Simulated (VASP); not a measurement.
Be2H3:

```
CELL_PARAMETERS angstrom
3.03059 0.00000 0.00000
1.16242 3.74912 0.00000
1.20810 -0.06385 6.06170
ATOMIC_POSITIONS crystal
Be 0.09152 0.83988 0.99760
Be 0.39877 0.50874 0.59350
Be 0.68679 0.91646 0.72521
Be 0.98160 0.34982 0.27127
H 0.99284 0.19927 0.06478
H 0.47352 0.30296 0.37542
H 0.85109 0.65071 0.55054
H 0.63937 0.75422 0.93752
H 0.42889 0.27394 0.77137
H 0.95562 0.70399 0.21279
```

- Program: VASP 6.6.1
- Task: relaxation of cell and atoms
- Functional: PBE
- Potentials or basis: VASP PAW PBE potentials, release 64 (Be, H)
- Cutoff: 600 eV
- k mesh: 6 × 4 × 4
- Occupations: gaussian, width 0.1 eV
- Spin: no spin polarisation

At the start: pressure 1.4 GPa; volume 6.89 Å³/atom.

Question: Where does the relaxation end?

Answer: Over 75 steps the energy falls by 140.7 meV/atom and the volume is 7.74 Å³/atom (+12.4 %); space group P1 (No. 1, to 0.1 Å) before and after.

Step by step:
```csv
step,energy change (eV),largest force (eV/Å),pressure (GPa),volume (Å³)
1,0.0000,0.2747,1.39,68.87
3,-0.0580,0.5349,-0.36,70.98
5,-0.1122,0.3980,-0.84,72.18
7,-0.1279,0.4412,-1.17,73.22
9,-0.1776,0.3625,0.25,72.65
11,-0.1991,0.2579,0.79,72.66
13,-0.2207,0.2523,0.18,73.54
15,-0.2437,0.1946,-0.47,74.81
17,-0.2576,0.2385,0.07,74.96
19,-0.2774,0.2477,0.74,75.27
21,-0.3069,0.2536,0.33,76.69
23,-0.3213,0.2358,-0.05,77.68
25,-0.3469,0.2795,-0.19,78.94
27,-0.2928,1.6640,-0.67,83.35
29,-0.4223,0.9671,0.09,81.38
31,-0.4301,0.9754,0.01,81.61
33,-0.4402,1.1808,-0.44,82.61
35,-0.4543,1.0757,-0.33,82.37
37,-0.5532,0.9246,-0.64,82.67
39,-0.7237,0.6953,-1.51,83.81
41,-0.8869,0.4130,-0.74,82.89
43,-0.9037,0.5597,-0.30,82.46
45,-1.0265,0.5358,1.04,81.36
47,-1.0738,0.5152,1.08,81.32
49,-1.1523,0.3990,-0.22,82.28
51,-1.2221,0.3340,-0.90,82.48
53,-1.2997,0.5387,-0.54,80.93
55,-1.3463,0.2102,-0.23,79.39
57,-1.3630,0.1648,0.16,78.89
59,-1.3742,0.1434,0.35,78.82
61,-1.3846,0.0878,0.00,79.27
63,-1.3889,0.0631,-0.31,79.49
65,-1.3931,0.0764,-0.33,79.28
67,-1.3996,0.0786,0.04,78.27
69,-1.4025,0.0571,0.07,77.90
71,-1.4048,0.0513,0.01,77.70
73,-1.4061,0.0550,-0.08,77.54
75,-1.4068,0.0325,-0.02,77.39
```

Final structure:
```cif
data_structure
_symmetry_space_group_name_H-M 'P 1'
_symmetry_Int_Tables_number 1
_cell_length_a 3.8758
_cell_length_b 4.0682
_cell_length_c 5.8951
_cell_angle_alpha 83.690
_cell_angle_beta 70.033
_cell_angle_gamma 62.532
_cell_volume 77.39
loop_
_atom_site_label
_atom_site_type_symbol
_atom_site_fract_x
_atom_site_fract_y
_atom_site_fract_z
_atom_site_occupancy
Be1 Be 0.13707 0.82801 0.98878 1
Be2 Be 0.50064 0.49585 0.63473 1
Be3 Be 0.80346 0.79351 0.75572 1
Be4 Be 0.75093 0.53302 0.17270 1
H1 H 0.83397 0.20407 0.05663 1
H2 H 0.43828 0.61298 0.40606 1
H3 H 0.88830 0.47293 0.62820 1
H4 H 0.51082 0.82869 0.01783 1
H5 H 0.57916 0.11190 0.64464 1
H6 H 0.05736 0.61904 0.19473 1
```

Caveat: a cell axis changed by over 15 % at a fixed basis, so the end point is rough.
